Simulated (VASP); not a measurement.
# MgTe5 (P-6m2) in VASP: a series of runs

MgTe5 is run at these levels: PBE; tasks: single point, relaxation of cell and atoms.

All numbers are computed with VASP 6.6.1; they aren't measurements. Logs are shortened: lines on timing, memory, paths and dates and some standing lists are left out, and cuts for length are marked.

### Step 1. The cell of the first run

It takes space group P-6m2 (No. 187, hexagonal). Conventional cell: a = 6.783 Å, b = 6.783 Å, c = 4.773 Å, α = 90.00°, β = 90.00°, γ = 120.00°. Within 3.2 Å of Mg (site symmetry -6m2) lie 5 Te at 2.39 to 2.51 Å. Within 3.2 Å of Te (site symmetry mm2) lie 2 Te at 2.43 Å and 1 Mg at 2.51 Å. Te (site symmetry -6m2) has 2 Mg at 2.39 Å within 3.2 Å. Te (site symmetry -6m2) has 17 Te at 3.92 to 4.77 Å and 6 Mg at 4.59 Å within 5.1 Å.

The cell was generated, and may not be a known phase.

### Step 2. Single point, PBE

Input file INCAR:

```
SYSTEM = MgTe5
ALGO = Normal ; EDIFF = 1E-7
ENCUT = 520 ; GGA = PE
ISIF = 2 ; ISMEAR = 0
LASPH = .True. ; LCHARG = .False.
LREAL = .False. ; LWAVE = .False.
NBANDS = 25 ; NELM = 80
PREC = Accurate ; SIGMA = 0.1
```

Input file KPOINTS:

```
k-points
0
Gamma
  3 3 4
  0 0 0
```

Input file POSCAR:

```
MgTe5
1.0
    6.7825066900      0.0000000000      0.0000000000
   -3.3912533400      5.8738230900      0.0000000000
    0.0000000000      0.0000000000      4.7725350900
Mg Te
1 5
Direct
    0.6666666700      0.3333333300      0.5000000000
    0.8804883900      0.1195116100      0.5000000000
    0.8804883900      0.7609767900      0.5000000000
    0.2390232100      0.1195116100      0.5000000000
    0.6666666700      0.3333333300      0.0000000000
    0.3333333300      0.6666666700      0.0000000000
```

Potentials or basis: VASP PAW PBE potentials, release 64 (Mg, Te).

The run is started by

```console
cat potpaw_PBE.64/Mg/POTCAR potpaw_PBE.64/Te/POTCAR > POTCAR
mpirun -np 1 vasp_std > vasp.out
```

OUTCAR:

```text
SYSTEM = MgTe5
   EDIFF = 1E-7
   ENCUT = 520
   GGA = PE
   ISIF = 2
   ISMEAR = 0
   LASPH = .True.
   LREAL = .False.
   NELM = 80
   PREC = Accurate

 ion  position               nearest neighbor table
   1  0.667  0.333  0.500-   5 2.39   5 2.39   2 2.51   3 2.51   4 2.51
   2  0.880  0.120  0.500-   3 2.43   4 2.43   1 2.51   5 3.46   5 3.46
   3  0.880  0.761  0.500-   2 2.43   4 2.43   1 2.51   5 3.46   5 3.46
   4  0.239  0.120  0.500-   3 2.43   2 2.43   1 2.51   5 3.46   5 3.46
   5  0.667  0.333  0.000-   1 2.39   1 2.39   2 3.46   2 3.46   3 3.46   3 3.46   4 3.46   4 3.46

   6  0.333  0.667  0.000-

  LATTYP: Found a hexagonal cell.
 ALAT       =     6.7825066900
 C/A-ratio  =     0.7036535765

  Lattice vectors:

 A1 = (   6.7825066900,   0.0000000000,   0.0000000000)
 A2 = (  -3.3912533400,   5.8738230900,   0.0000000000)
 A3 = (   0.0000000000,   0.0000000000,   4.7725350900)

Analysis of symmetry for initial positions (statically):
=====================================================================
 Subroutine PRICEL returns:
 Original cell was already a primitive cell.

 Routine SETGRP: Setting up the symmetry group for a
 hexagonal supercell.

 Subroutine GETGRP returns: Found 12 space group operations
 (whereof 12 operations were pure point group operations)
 out of a pool of 24 trial point group operations.

The static configuration has the point symmetry D_3h.

Analysis of symmetry for dynamics (positions and initial velocities):
=====================================================================
 Subroutine PRICEL returns:
 Original cell was already a primitive cell.

 Routine SETGRP: Setting up the symmetry group for a
 hexagonal supercell.

 Subroutine GETGRP returns: Found 12 space group operations
 (whereof 12 operations were pure point group operations)
 out of a pool of 24 trial point group operations.

The dynamic configuration has the point symmetry D_3h.

 Subroutine INISYM returns: Found 12 space group operations
 (whereof 12 operations are pure point group operations),
 and found     1 'primitive' translations

----------------------------------------------------------------------------------------

                                     Primitive cell

  volume of cell :     190.1342

  direct lattice vectors                    reciprocal lattice vectors
     6.782506690  0.000000000  0.000000000     0.147438115  0.085123435  0.000000000
    -3.391253340  5.873823090  0.000000000     0.000000000  0.170246871  0.000000000
     0.000000000  0.000000000  4.772535090     0.000000000  0.000000000  0.209532247

  length of vectors
     6.782506690  6.782506683  4.772535090     0.170246871  0.170246871  0.209532247

  position of ions in fractional coordinates (direct lattice)
     0.666666670  0.333333330  0.500000000
     0.880488390  0.119511610  0.500000000
     0.880488390  0.760976790  0.500000000
     0.239023210  0.119511610  0.500000000
     0.666666670  0.333333330  0.000000000
     0.333333330  0.666666670  0.000000000

  ion indices of the primitive-cell ions
   primitive index   ion index
                 1           1
                 2           2
                 3           3
                 4           4
                 5           5
                 6           6

----------------------------------------------------------------------------------------

 KPOINTS: k-points

Automatic generation of k-mesh.
 Grid dimensions read from file:
 generate k-points for:    3    3    4

 Generating k-lattice:

  Cartesian coordinates                     Fractional coordinates (reciprocal lattice)
     0.049146038  0.028374478  0.000000000     0.333333333  0.000000000  0.000000000
     0.000000000  0.056748957  0.000000000     0.000000000  0.333333333  0.000000000
     0.000000000  0.000000000  0.052383062     0.000000000  0.000000000  0.250000000

  Length of vectors
     0.056748957  0.056748957  0.052383062

  Shift w.r.t. Gamma in fractional coordinates (k-lattice)
     0.000000000  0.000000000  0.000000000

 Subroutine IBZKPT returns following result:
 ===========================================

 Found      9 irreducible k-points:

 Following reciprocal coordinates:
            Coordinates               Weight
  0.000000  0.000000  0.000000      1.000000
  0.333333  0.000000  0.000000      6.000000
  0.333333  0.333333  0.000000      2.000000
  0.000000  0.000000  0.250000      2.000000
  0.333333  0.000000  0.250000     12.000000
  0.333333  0.333333  0.250000      4.000000
  0.000000  0.000000  0.500000      1.000000
  0.333333  0.000000  0.500000      6.000000
  0.333333  0.333333  0.500000      2.000000
   k-points           NKPTS =      9   k-points in BZ     NKDIM =      9   number of bands    NBANDS=     25
   number of dos      NEDOS =    301   number of ions     NIONS =      6
   total plane-waves  NPLWV =  90000
   dimension x,y,z NGX =    50 NGY =   50 NGZ =   36
   dimension x,y,z NGXF=   100 NGYF=  100 NGZF=   72
   ions per type =               1   5
   NGX,Y,Z   is equivalent  to a cutoff of  12.26, 12.26, 12.54 a.u.
   NGXF,Y,Z  is equivalent  to a cutoff of  24.51, 24.51, 25.08 a.u.
 SYSTEM =  MgTe5
   PREC   = accura    normal or accurate (medium, high low for compatibility)
   ISTART =      0    job   : 0-new  1-cont  2-samecut
   ICHARG =      2    charge: 1-file 2-atom 10-const
   ISPIN  =      1    spin polarized calculation?
   LNONCOLLINEAR =      F non collinear calculations
   LSORBIT =      F    spin-orbit coupling
   LASPH  =      T    aspherical Exc in radial PAW
   ENCUT  =  520.0 eV  38.22 Ry    6.18 a.u.  12.61 12.61  8.87*2*pi/ulx,y,z
   NELM   =     80;   NELMIN=  2; NELMDL= -5     # of ELM steps
   EDIFF  = 0.1E-06   stopping-criterion for ELM
   LREAL  =      F    real-space projection
   EDIFFG = 0.1E-05   stopping-criterion for IOM
   NSW    =      0    number of steps for IOM
   IBRION =     -1    ionic relax: 0-MD 1-quasi-New 2-CG
   NFREE  =      0    steps in history (QN), initial steepest desc. (CG)
   ISIF   =      2    stress and relaxation
   ISYM   =      2    0-nonsym 1-usesym 2-fastsym
   POTIM  = 0.5000    time-step for ionic-motion
   TEBEG  =    0.0;   TEEND  =   0.0 temperature during run
   PSTRESS=    0.0 pullay stress
   NELECT =      32.0000    total number of electrons
   NUPDOWN=      -1.0000    fix difference up-down
   EMIN   =  10.00;   EMAX   =-10.00  energy-range for DOS
   EFERMI =   0.00;   METHOD = LEGACY
   ISMEAR =     0;   SIGMA  =   0.10  broadening in eV -4-tet -1-fermi 0-gaus
   EFERMI_NEDOS =   21; number of points for ismear=-14 and -15
   IALGO  =     38    algorithm
   IMIX   =      4    mixing-type and parameters
     AMIX     =   0.40;   BMIX     =  1.00
     AMIX_MAG =   1.60;   BMIX_MAG =  1.00
  volume/ion in A,a.u.               =      31.69       213.85
  Fermi-wavevector in a.u.,A,eV,Ry     =   0.903867  1.708062 11.115638  0.816976
  Thomas-Fermi vector in A             =   2.027245
   LORBIT       =      0    0 simple, 1 ext, 2 COOP (PROOUT), +10 PAW based schemes
   GGA     = PE    functional components
   LHFCALC =     F    Hartree Fock is set to
   AEXX    =    0.0000 exact exchange contribution
   IVDW    =     0    specifies the selected vdW correction
   LEPSILON=     F    determine dielectric tensor
   LRPA    =     F    only Hartree local field effects (RPA)
 non-spin polarized calculation
 Gauss-broadening in eV      SIGMA  =   0.10
  energy-cutoff  :      520.00
  volume of cell :      190.13
 maximum number of plane-waves:      5177
 NGX is ok and might be reduce to    50
   NGX = 25   NGY = 25   NGZ = 17

 number of electron      31.9999999 magnetization

 Free energy of the ion-electron system (eV)
  ---------------------------------------------------
  ext. energy  EPLUGINS =         0.00000000
  ---------------------------------------------------
  free energy    TOTEN  =        -8.84627358 eV

  energy without entropy =       -8.78751974  energy(sigma->0) =       -8.81689666

 E-fermi :   5.4938     XC(G=0):  -8.8475

 val. band max:        5.4879670544   @ k =   0.3333   0.3333   0.0000
 cond. band min:       5.5013484520   @ k =   0.3333   0.0000   0.2500
 fundamental gap:      0.0133813977
 Fermi energy:         5.4937534217

 k-point     1 :       0.0000    0.0000    0.0000
  band No.  band energies     occupation
      1     -10.8709      2.00000
      2      -6.3053      2.00000
      3      -5.6942      2.00000
      4      -5.6942      2.00000
      5      -4.1508      2.00000
      6      -0.8393      2.00000
[... 17 lines left out ...]
     24      10.2046      0.00000
     25      10.3139      0.00000

 k-point     2 :       0.3333    0.0000    0.0000
  band No.  band energies     occupation
      1     -10.8272      2.00000
      2      -6.9171      2.00000
      3      -5.7341      2.00000
      4      -4.9978      2.00000
      5      -4.2031      2.00000
      6      -1.0286      2.00000
[... 17 lines left out ...]
     24      10.5173      0.00000
     25      10.9260      0.00000

 k-point     3 :       0.3333    0.3333    0.0000
  band No.  band energies     occupation
      1     -10.8045      2.00000
      2      -7.0801      2.00000
      3      -5.8405      2.00000
      4      -4.7073      2.00000
      5      -4.1728      2.00000
      6      -1.1935      2.00000
[... 132 lines left out ...]
 k-point     8 :       0.3333    0.0000    0.5000
  band No.  band energies     occupation
      1     -10.7739      2.00000
      2      -5.9522      2.00000
      3      -5.8927      2.00000
      4      -5.6212      2.00000
      5      -4.1281      2.00000
      6      -1.8060      2.00000
[... 17 lines left out ...]
     24      11.7534      0.00000
     25      12.0218      0.00000

 k-point     9 :       0.3333    0.3333    0.5000
  band No.  band energies     occupation
      1     -10.7591      2.00000
      2      -6.0783      2.00000
      3      -5.8657      2.00000
      4      -5.6668      2.00000
      5      -4.1638      2.00000
      6      -0.8282      2.00000
[... 17 lines left out ...]
     24      10.9853      0.00000
     25      11.6712      0.00000

------------------------ aborting loop because EDIFF is reached ----------------------------------------

  FORCE on cell =-STRESS in cart. coord.  units (eV):
  Direction    XX          YY          ZZ          XY          YZ          ZX
  --------------------------------------------------------------------------------------
  -------------------------------------------------------------------------------------
  Total       30.2707059     30.2707059     14.3141823      0.0000000      0.0000000      0.0000000
  in kB      255.0779442    255.0779438    120.6193276      0.0000002      0.0000000      0.0000000
  external PRESSURE =     210.2584052 kB  Pullay stress =       0.0000000 kB

 VOLUME and BASIS-vectors are now :
 -----------------------------------------------------------------------------
  energy-cutoff  :      520.00
  volume of cell :      190.13
      direct lattice vectors                 reciprocal lattice vectors
     6.782506690  0.000000000  0.000000000     0.147438115  0.085123435  0.000000000
    -3.391253340  5.873823090  0.000000000     0.000000000  0.170246871  0.000000000
     0.000000000  0.000000000  4.772535090     0.000000000  0.000000000  0.209532247

 POSITION                                       TOTAL-FORCE (eV/Angst)
 -----------------------------------------------------------------------------------
      3.39125      1.95794      2.38627         0.000000     -0.000000      0.000000
      5.56662      0.70199      2.38627        -6.327331      3.653086      0.000000
      3.39125      4.46984      2.38627        -0.000000     -7.306173     -0.000000
      1.21588      0.70199      2.38627         6.327331      3.653086      0.000000
      3.39125      1.95794      0.00000         0.000000     -0.000000      0.000000
     -0.00000      3.91588      0.00000         0.000000     -0.000000      0.000000
 -----------------------------------------------------------------------------------
    total drift:                                0.000028     -0.000016     -0.000000

  FREE ENERGIE OF THE ION-ELECTRON SYSTEM (eV)
  ---------------------------------------------------
  free  energy   TOTEN  =        -8.8462735816 eV

  energy  without entropy=       -8.7875197396  energy(sigma->0) =       -8.81689666
```

Wall time 58 s (1 thread of Intel Xeon Platinum 8259CL at 2.50GHz (Skylake/Cascade Lake), shared host); peak memory 0.29 GiB.

Results:

- Free energy: -8.8463 eV
- Pressure: 21.0 GPa
- Largest force: 7.306 eV/Å
- Band gap on the k mesh: zero (bands 16 and 17 overlap by 1.27 eV)

Forces in eV/Å, atoms in the order of the input:
```
Mg   0.000  0.000  0.000
Te  -6.327  3.653  0.000
Te   0.000 -7.306  0.000
Te   6.327  3.653  0.000
Te   0.000  0.000  0.000
Te   0.000  0.000  0.000
```

Stress tensor (GPa, compression positive):
```
25.51  0.00  0.00
 0.00 25.51  0.00
 0.00  0.00 12.06
```

Caveat: the stress differs along the axes, from 12 to 26 GPa; spin-orbit coupling is left out, which moves the levels of the heavy elements; forces of over 1 eV/Å act on the atoms, so gaps and moduli don't describe the material at rest.

### Step 3. Single point, PBE

This run uses another cell than the first one, of 47.77 Å³/atom.

Input file INCAR:

```
SYSTEM = MgTe5
PREC = Accurate
ENCUT = 520
EDIFF = 1E-6
ISMEAR = 0
SIGMA = 0.1
LREAL = .FALSE.
LASPH = .TRUE.
NELM = 60
ALGO = Normal
ISIF = 2
LWAVE = .FALSE.
LCHARG = .TRUE.
GGA = PE
LELF = .TRUE.
LVHAR = .TRUE.
NBANDS = 25
```

Input file KPOINTS:

```
regular mesh
0
G
  3 3 4
  0 0 0
```

Input file POSCAR:

```
MgTe5
1.0
    7.8821880244     -0.0000000034      0.0000000000
   -3.9410940093      6.8261750682      0.0000000000
    0.0000000000      0.0000000000      5.3270611722
Mg Te
1 5
Direct
    0.6666666667      0.3333333333      0.5000000000
    0.8801835324      0.1198164676      0.5000000000
    0.8801835324      0.7603670648      0.5000000000
    0.2396329352      0.1198164676      0.5000000000
    0.6666666667      0.3333333333      0.0000000000
    0.3333333333      0.6666666667      0.0000000000
```

Potentials or basis: VASP PAW PBE potentials, release 64 (Mg, Te).

The run is started by

```console
cat potpaw_PBE.64/Mg/POTCAR potpaw_PBE.64/Te/POTCAR > POTCAR
mpirun -np 1 vasp_std > vasp.out
```

Wall time 79 s (1 thread of Intel Xeon Platinum 8259CL at 2.50GHz (Skylake/Cascade Lake), shared host); peak memory 0.38 GiB.

It converged, with:

```yaml
Free_energy: -13.3353 eV
Pressure: 0.0 GPa
Largest_force: 0.006 eV/Å
Band_gap_on_the_k_mesh: zero (bands 16 and 17 overlap by 0.56 eV)
```

Forces on the atoms (eV/Å):
```
Mg   0.000  0.000  0.000
Te   0.005 -0.003  0.000
Te   0.000  0.006  0.000
Te  -0.005 -0.003  0.000
Te   0.000  0.000  0.000
Te   0.000  0.000  0.000
```

Levels at points of the mesh, in eV from the Fermi level:
```
           k point  band 12  band 13  band 14  band 15  band 16  band 17  band 18  band 19  band 20  band 21
(0.00, 0.00, 0.00)    -0.94    -0.55    -0.55    -0.29    -0.29     0.03     0.79     1.24     1.24     1.92
(0.00, 0.00, 0.50)    -1.95    -0.60    -0.54    -0.54     0.55     0.55     0.75     0.75     0.84     4.09
```

Caveat: semilocal functionals underestimate gaps, and a narrow one can read as zero; spin-orbit coupling is left out, which moves the levels of the heavy elements.

### Step 4. Relaxation of cell and atoms, PBE

Input file INCAR:

```
SYSTEM = MgTe5
PREC = Accurate
ENCUT = 600
EDIFF = 1E-6
ISMEAR = 0
SIGMA = 0.1
LREAL = .False.
LASPH = .True.
NELM = 100
ALGO = Normal
ISIF = 3
LWAVE = .False.
LCHARG = .False.
GGA = PE
IBRION = 2
NSW = 90
EDIFFG = -0.04
```

Input file KPOINTS:

```
regular mesh
0
Gamma
  3 3 4
  0 0 0
```

Input file POSCAR:

```
MgTe5
1.0
    6.7825066900      0.0000000000      0.0000000000
   -3.3912533400      5.8738230900      0.0000000000
    0.0000000000      0.0000000000      4.7725350900
Mg Te
1 5
Direct
    0.6666666700      0.3333333300      0.5000000000
    0.8804883900      0.1195116100      0.5000000000
    0.8804883900      0.7609767900      0.5000000000
    0.2390232100      0.1195116100      0.5000000000
    0.6666666700      0.3333333300      0.0000000000
    0.3333333300      0.6666666700      0.0000000000
```

The run is started by

```console
cat potpaw_PBE.64/Mg/POTCAR potpaw_PBE.64/Te/POTCAR > POTCAR
mpirun -np 1 vasp_std > vasp.out
```

Wall time 10 min (1 thread of Intel Xeon Platinum 8259CL at 2.50GHz (Skylake/Cascade Lake), shared host); peak memory 0.37 GiB.

Results (log left out):

```yaml
Free_energy: -13.3333 eV
Relaxed_volume: 47.90 Å³/atom
Relaxed_cell: a = 7.888 Å, b = 7.888 Å, c = 5.334 Å, α = 90.00°, β = 90.00°, γ = 120.00°
Space_group_after_relaxing_to_0.1_Å: P-6m2 (No. 187)
Energy_gained_by_relaxing: 747.7 meV/atom
Ionic_steps: 14
Pressure_after_relaxing: 0.0 GPa
Largest_force_after_relaxing: 0.005 eV/Å
Band_gap_on_the_k_mesh: zero (bands 16 and 17 overlap by 0.55 eV)
```

Forces on the atoms (eV/Å):
```
Mg   0.000  0.000  0.000
Te  -0.005  0.003  0.000
Te   0.000 -0.005  0.000
Te   0.005  0.003  0.000
Te   0.000  0.000  0.000
Te   0.000  0.000  0.000
```

Stress tensor (GPa, compression positive):
```
 0.01  0.00  0.00
 0.00  0.01  0.00
 0.00  0.00 -0.08
```

The path:
```tsv
step	energy change (eV)	largest force (eV/Å)	pressure (GPa)	volume (Å³)
1	0.0000	7.3062	21.02	190.13
2	-2.8855	0.7806	-1.05	327.76
3	-3.7008	1.7311	2.53	247.73
4	-4.2210	1.1250	0.00	273.61
5	-4.3113	0.8270	-1.18	295.93
6	-4.4493	0.1914	-0.30	287.13
7	-4.4517	0.0629	-0.14	285.94
8	-4.4670	0.0569	-0.01	283.73
9	-4.4775	0.0507	0.22	280.14
10	-4.4817	0.1220	0.02	283.25
11	-4.4821	0.1511	-0.06	284.54
12	-4.4852	0.0822	-0.04	285.87
13	-4.4861	0.0548	0.00	288.24
14	-4.4864	0.0054	-0.02	287.42
```

Final structure:
```xyz
6
Lattice="7.8879 0.0000 0.0000 -3.9439 6.8311 0.0000 0.0000 0.0000 5.3341" Properties=species:S:1:pos:R:3 pbc="T T T"
Mg    3.9439    2.2770    2.6670
Te    6.4719    0.8175    2.6670
Te    3.9439    5.1961    2.6670
Te    1.4160    0.8175    2.6670
Te    3.9439    2.2770    0.0000
Te    0.0000    4.5541    0.0000
```

Levels at points of the mesh, in eV from the Fermi level:
```csv
k point,band 12,band 13,band 14,band 15,band 16,band 17,band 18,band 19,band 20
"(0.00, 0.00, 0.00)",-0.94,-0.55,-0.55,-0.28,-0.28,0.03,0.79,1.24,1.24
"(0.00, 0.00, 0.50)",-1.94,-0.59,-0.54,-0.54,0.55,0.55,0.75,0.75,0.84
```

Caveat: the volume moved by over 15 % at a fixed basis, so the end points are rough; semilocal functionals underestimate gaps, and a narrow one can read as zero; spin-orbit coupling is left out, which moves the levels of the heavy elements.

### Step 5. The runs side by side

```csv
task,cell,cutoff (eV),gap on the mesh (eV),pressure (GPa),largest force (eV/Å)
single point,"a = 6.783, b = 6.783, c = 4.773 Å, angles 90.0, 90.0, 120.0°, 6 atoms, atomic positions A",520,none,21.0,7.31
single point,"a = 7.882, b = 7.882, c = 5.327 Å, angles 90.0, 90.0, 120.0°, 6 atoms, atomic positions B",520,none,0.0,0.01
relaxation of cell and atoms,"relaxed from a = 6.783, b = 6.783, c = 4.773 Å, angles 90.0, 90.0, 120.0°, 6 atoms, atomic positions A",600,none,0.0,0.01
```

Alike in all rows: level PBE; potentials or basis VASP PAW PBE potentials, release 64 (Mg, Te); no spin polarisation; k mesh 3 × 3 × 4; smearing gaussian 0.1 eV.

Caveats: spin-orbit coupling is left out, which moves the levels of the heavy elements; semilocal functionals underestimate gaps, and a narrow one can read as zero (at least some runs); the stress differs along the axes, from 12 to 26 GPa (at least some runs); forces of over 1 eV/Å act on the atoms, so gaps and moduli don't describe the material at rest (at least some runs); the volume moved by over 15 % at a fixed basis, so the end points are rough (at least some runs).

Absolute energies hang on the potentials; compare differences alone.
